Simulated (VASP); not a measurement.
# As in VASP: a series of runs

The runs below take As through single point, with PBE+D3(BJ).

Everything below comes from runs of VASP 6.6.1. Logs are shortened: lines on timing, memory, paths and dates and some standing lists are left out, and cuts for length are marked.

## 1. The cell of the first run

The cell holds a slab with vacuum, 2 atoms: a = 3.348 Å, b = 3.348 Å, c = 28.574 Å, α = 90.00°, β = 90.00°, γ = 120.00°.

## 2. Single point, PBE+D3(BJ)

Input file INCAR:

```
SYSTEM = As
PREC = Accurate
ENCUT = 400
EDIFF = 1E-6
ISMEAR = 0
SIGMA = 0.02
LREAL = .False.
LASPH = .True.
NELM = 120
ALGO = Normal
ISIF = 2
LWAVE = .False.
LCHARG = .False.
LDIPOL = .True.
IDIPOL = 3
DIPOL = 0.5 0.5 0.500
GGA = PE
IVDW = 12
NBANDS = 22
GGA_COMPAT = .False.
NELMDL = -8
```

Input file KPOINTS:

```
regular mesh
0
Gamma
  9 9 1
  0 0 0
```

Input file POSCAR:

```
As
1.0
    3.3480000000      0.0000000000      0.0000000000
   -1.6740000000      2.8994530519      0.0000000000
    0.0000000000      0.0000000000     28.5742413766
As
2
Direct
    0.3333333333      0.6666666667      0.5000000000
    0.6666666667      0.3333333333      0.5000000000
```

Potentials or basis: VASP PAW PBE potentials, release 64 (As_d).

Run with:

```sh
> cat potpaw_PBE.64/As_d/POTCAR > POTCAR
> mpirun -np 1 vasp_std > vasp.out
```

OUTCAR:

```text
SYSTEM = As
   PREC = Accurate
   ENCUT = 400
   EDIFF = 1E-6
   ISMEAR = 0
   LREAL = .False.
   LASPH = .True.
   NELM = 120
   ISIF = 2
   GGA = PE
   IVDW = 12
   NELMDL = -8
 IVDW          = 12

 ion  position               nearest neighbor table
   1  0.333  0.667  0.500-   2 1.93   2 1.93   2 1.93
   2  0.667  0.333  0.500-   1 1.93   1 1.93   1 1.93

  LATTYP: Found a hexagonal cell.
 ALAT       =     3.3480000000
 C/A-ratio  =     8.5347196465

  Lattice vectors:

 A1 = (   3.3480000000,   0.0000000000,   0.0000000000)
 A2 = (  -1.6740000000,   2.8994530519,   0.0000000000)
 A3 = (   0.0000000000,   0.0000000000,  28.5742413766)

Analysis of symmetry for initial positions (statically):
=====================================================================
 Subroutine PRICEL returns:
 Original cell was already a primitive cell.

 Routine SETGRP: Setting up the symmetry group for a
 hexagonal supercell.

 Subroutine GETGRP returns: Found 24 space group operations
 (whereof 24 operations were pure point group operations)
 out of a pool of 24 trial point group operations.

The static configuration has the point symmetry D_6h.

Analysis of symmetry for dynamics (positions and initial velocities):
=====================================================================
 Subroutine PRICEL returns:
 Original cell was already a primitive cell.

 Routine SETGRP: Setting up the symmetry group for a
 hexagonal supercell.

 Subroutine GETGRP returns: Found 24 space group operations
 (whereof 24 operations were pure point group operations)
 out of a pool of 24 trial point group operations.

The dynamic configuration has the point symmetry D_6h.

 Subroutine INISYM returns: Found 24 space group operations
 (whereof 24 operations are pure point group operations),
 and found     1 'primitive' translations

----------------------------------------------------------------------------------------

                                     Primitive cell

  volume of cell :     277.3807

  direct lattice vectors                    reciprocal lattice vectors
     3.348000000  0.000000000  0.000000000     0.298685783  0.172446317  0.000000000
    -1.674000000  2.899453052  0.000000000     0.000000000  0.344892634  0.000000000
     0.000000000  0.000000000 28.574241377     0.000000000  0.000000000  0.034996555

  length of vectors
     3.348000000  3.348000000 28.574241377     0.344892634  0.344892634  0.034996555

  position of ions in fractional coordinates (direct lattice)
     0.333333333  0.666666667  0.500000000
     0.666666667  0.333333333  0.500000000

  ion indices of the primitive-cell ions
   primitive index   ion index
                 1           1
                 2           2

----------------------------------------------------------------------------------------

 KPOINTS: regular mesh

Automatic generation of k-mesh.
 Grid dimensions read from file:
 generate k-points for:    9    9    1

 Generating k-lattice:

  Cartesian coordinates                     Fractional coordinates (reciprocal lattice)
     0.033187309  0.019160702  0.000000000     0.111111111  0.000000000  0.000000000
     0.000000000  0.038321404  0.000000000     0.000000000  0.111111111  0.000000000
     0.000000000  0.000000000  0.034996555     0.000000000  0.000000000  1.000000000

  Length of vectors
     0.038321404  0.038321404  0.034996555

  Shift w.r.t. Gamma in fractional coordinates (k-lattice)
     0.000000000  0.000000000  0.000000000

 Subroutine IBZKPT returns following result:
 ===========================================

 Found     12 irreducible k-points:

 Following reciprocal coordinates:
            Coordinates               Weight
  0.000000  0.000000  0.000000      1.000000
  0.111111  0.000000  0.000000      6.000000
  0.222222  0.000000  0.000000      6.000000
  0.333333  0.000000  0.000000      6.000000
  0.444444  0.000000  0.000000      6.000000
  0.111111  0.111111  0.000000      6.000000
  0.222222  0.111111  0.000000     12.000000
  0.333333  0.111111  0.000000     12.000000
  0.444444  0.111111  0.000000      6.000000
  0.222222  0.222222  0.000000      6.000000
  0.333333  0.222222  0.000000     12.000000
  0.333333  0.333333  0.000000      2.000000
   k-points           NKPTS =     12   k-points in BZ     NKDIM =     12   number of bands    NBANDS=     22
   number of dos      NEDOS =    301   number of ions     NIONS =      2
   total plane-waves  NPLWV = 110592
   dimension x,y,z NGX =    24 NGY =   24 NGZ =  192
   dimension x,y,z NGXF=    48 NGYF=   48 NGZF=  384
   ions per type =               2
   NGX,Y,Z   is equivalent  to a cutoff of  11.92, 11.92, 11.17 a.u.
   NGXF,Y,Z  is equivalent  to a cutoff of  23.83, 23.83, 22.34 a.u.
 SYSTEM =  As
   PREC   = accura    normal or accurate (medium, high low for compatibility)
   ISTART =      0    job   : 0-new  1-cont  2-samecut
   ICHARG =      2    charge: 1-file 2-atom 10-const
   ISPIN  =      1    spin polarized calculation?
   LNONCOLLINEAR =      F non collinear calculations
   LSORBIT =      F    spin-orbit coupling
   LASPH  =      T    aspherical Exc in radial PAW
   ENCUT  =  400.0 eV  29.40 Ry    5.42 a.u.   5.46  5.46 46.60*2*pi/ulx,y,z
   NELM   =    120;   NELMIN=  2; NELMDL= -8     # of ELM steps
   EDIFF  = 0.1E-05   stopping-criterion for ELM
   LREAL  =      F    real-space projection
   EDIFFG = 0.1E-04   stopping-criterion for IOM
   NSW    =      0    number of steps for IOM
   IBRION =     -1    ionic relax: 0-MD 1-quasi-New 2-CG
   NFREE  =      0    steps in history (QN), initial steepest desc. (CG)
   ISIF   =      2    stress and relaxation
   ISYM   =      2    0-nonsym 1-usesym 2-fastsym
   POTIM  = 0.5000    time-step for ionic-motion
   TEBEG  =    0.0;   TEEND  =   0.0 temperature during run
   PSTRESS=    0.0 pullay stress
   NELECT =      30.0000    total number of electrons
   NUPDOWN=      -1.0000    fix difference up-down
   EMIN   =  10.00;   EMAX   =-10.00  energy-range for DOS
   EFERMI =   0.00;   METHOD = LEGACY
   ISMEAR =     0;   SIGMA  =   0.02  broadening in eV -4-tet -1-fermi 0-gaus
   EFERMI_NEDOS =   21; number of points for ismear=-14 and -15
   IALGO  =     38    algorithm
   IMIX   =      4    mixing-type and parameters
     AMIX     =   0.40;   BMIX     =  1.00
     AMIX_MAG =   1.60;   BMIX_MAG =  1.00
  volume/ion in A,a.u.               =     138.69       935.93
  Fermi-wavevector in a.u.,A,eV,Ry     =   0.779991  1.473970  8.277603  0.608387
  Thomas-Fermi vector in A             =   1.883210
   LORBIT       =      0    0 simple, 1 ext, 2 COOP (PROOUT), +10 PAW based schemes
   GGA     = PE    functional components
   LHFCALC =     F    Hartree Fock is set to
   AEXX    =    0.0000 exact exchange contribution
   IVDW    =    12    specifies the selected vdW correction
   LEPSILON=     F    determine dielectric tensor
   LRPA    =     F    only Hartree local field effects (RPA)
 non-spin polarized calculation
 Gauss-broadening in eV      SIGMA  =   0.02
  energy-cutoff  :      400.00
  volume of cell :      277.38
 maximum number of plane-waves:      5157
 NGX is ok and might be reduce to    24
   NGX = 11   NGY = 11   NGZ = 93

 number of electron      30.0000041 magnetization

 dipolmoment           0.000000      0.000000      0.000000 electrons x Angstroem

 Free energy of the ion-electron system (eV)
  ---------------------------------------------------
  ext. energy  EPLUGINS =         0.00000000
  ---------------------------------------------------
  free energy    TOTEN  =        -0.47790202 eV

  energy without entropy =       -0.47790202  energy(sigma->0) =       -0.47790202

 E-fermi :  -1.9812     XC(G=0):  -1.8074

 val. band max:       -2.0838519683   @ k =   0.3333   0.1111   0.0000
 cond. band min:      -1.6576247700   @ k =   0.1111   0.0000   0.0000
 fundamental gap:      0.4262271983
 Fermi energy:        -1.9811891330

 k-point     1 :       0.0000    0.0000    0.0000
  band No.  band energies     occupation
      1     -39.9943      2.00000
      2     -39.9943      2.00000
      3     -39.8474      2.00000
      4     -39.6855      2.00000
      5     -39.6855      2.00000
      6     -39.5989      2.00000
[... 14 lines left out ...]
     21       1.5013      0.00000
     22       1.7008      0.00000

 k-point     2 :       0.1111    0.0000    0.0000
  band No.  band energies     occupation
      1     -40.0474      2.00000
      2     -40.0373      2.00000
      3     -39.8636      2.00000
      4     -39.6907      2.00000
      5     -39.6776      2.00000
      6     -39.5383      2.00000
[... 14 lines left out ...]
     21       1.7209      0.00000
     22       1.9206      0.00000

 k-point     3 :       0.2222    0.0000    0.0000
  band No.  band energies     occupation
      1     -40.1442      2.00000
      2     -40.1322      2.00000
      3     -39.8674      2.00000
      4     -39.7034      2.00000
      5     -39.6558      2.00000
      6     -39.4223      2.00000
[... 14 lines left out ...]
     21       2.3809      0.00000
     22       2.5798      0.00000

 k-point     4 :       0.3333    0.0000    0.0000
  band No.  band energies     occupation
      1     -40.2255      2.00000
      2     -40.2181      2.00000
      3     -39.8598      2.00000
      4     -39.7171      2.00000
      5     -39.6263      2.00000
      6     -39.3481      2.00000
[... 14 lines left out ...]
     21       3.6770      0.00000
     22       4.4674      0.00000

 k-point     5 :       0.4444    0.0000    0.0000
  band No.  band energies     occupation
      1     -40.2698      2.00000
      2     -40.2661      2.00000
      3     -39.8531      2.00000
      4     -39.7256      2.00000
      5     -39.6024      2.00000
      6     -39.3757      2.00000
[... 117 lines left out ...]
 k-point    10 :       0.2222    0.2222    0.0000
  band No.  band energies     occupation
      1     -40.3492      2.00000
      2     -40.1044      2.00000
      3     -39.9122      2.00000
      4     -39.7326      2.00000
      5     -39.5908      2.00000
      6     -39.3841      2.00000
[... 14 lines left out ...]
     21       3.7922      0.00000
     22       4.1997      0.00000

 k-point    11 :       0.3333    0.2222    0.0000
  band No.  band energies     occupation
      1     -40.4025      2.00000
      2     -40.0905      2.00000
      3     -39.9344      2.00000
      4     -39.7434      2.00000
      5     -39.5485      2.00000
      6     -39.4283      2.00000
[... 14 lines left out ...]
     21       5.3343      0.00000
     22       5.7158      0.00000

 k-point    12 :       0.3333    0.3333    0.0000
  band No.  band energies     occupation
      1     -40.4290      2.00000
      2     -40.0096      2.00000
      3     -40.0096      2.00000
      4     -39.7495      2.00000
      5     -39.4886      2.00000
      6     -39.4886      2.00000
[... 14 lines left out ...]
     21       5.4390      0.00000
     22       6.2027      0.00000

------------------------ aborting loop because EDIFF is reached ----------------------------------------

 vacuum level on the upper side and lower side of the slab       (xc-potential included)        -0.005        -0.005

 Edisp (eV)   -0.50688

 E8    (eV) :    -0.2297

  FORCE on cell =-STRESS in cart. coord.  units (eV):
  Direction    XX          YY          ZZ          XY          YZ          ZX
  --------------------------------------------------------------------------------------
  -------------------------------------------------------------------------------------
  Total      37.35670    37.35670    -0.07291     0.00000     0.00000    -0.00000
  in kB     215.77588   215.77588    -0.42116     0.00000     0.00000    -0.00000
  external pressure =      143.71 kB  Pullay stress =        0.00 kB

 VOLUME and BASIS-vectors are now :
 -----------------------------------------------------------------------------
  energy-cutoff  :      400.00
  volume of cell :      277.38
      direct lattice vectors                 reciprocal lattice vectors
     3.348000000  0.000000000  0.000000000     0.298685783  0.172446317  0.000000000
    -1.674000000  2.899453052  0.000000000     0.000000000  0.344892634  0.000000000
     0.000000000  0.000000000 28.574241377     0.000000000  0.000000000  0.034996555

 POSITION                                       TOTAL-FORCE (eV/Angst)
 -----------------------------------------------------------------------------------
     -0.00000      1.93297     14.28712        -0.000000     -0.000000      0.000000
      1.67400      0.96648     14.28712         0.000000      0.000000     -0.000000
 -----------------------------------------------------------------------------------
    total drift:                                0.000000      0.000000      0.000000

  FREE ENERGIE OF THE ION-ELECTRON SYSTEM (eV)
  ---------------------------------------------------
  free  energy   TOTEN  =        -0.9847843300 eV

  energy  without entropy=       -0.9847843300  energy(sigma->0) =       -0.98478433

 vacuum level on the upper side and lower side of the slab         1.152         1.152
```

Wall time 55 s (1 thread of Intel Xeon Platinum 8488C (Sapphire Rapids), shared host); peak memory 0.32 GiB.

What came out:

- Free energy: -0.9848 eV
- Band gap on the k mesh: zero (bands 15 and 16 overlap by 2.66 eV)
- Dispersion energy per atom: -0.253 eV

(Continued in part 2 of 2.)

The gap in the log of VASP goes by the Fermi energy; the results here count the filled bands.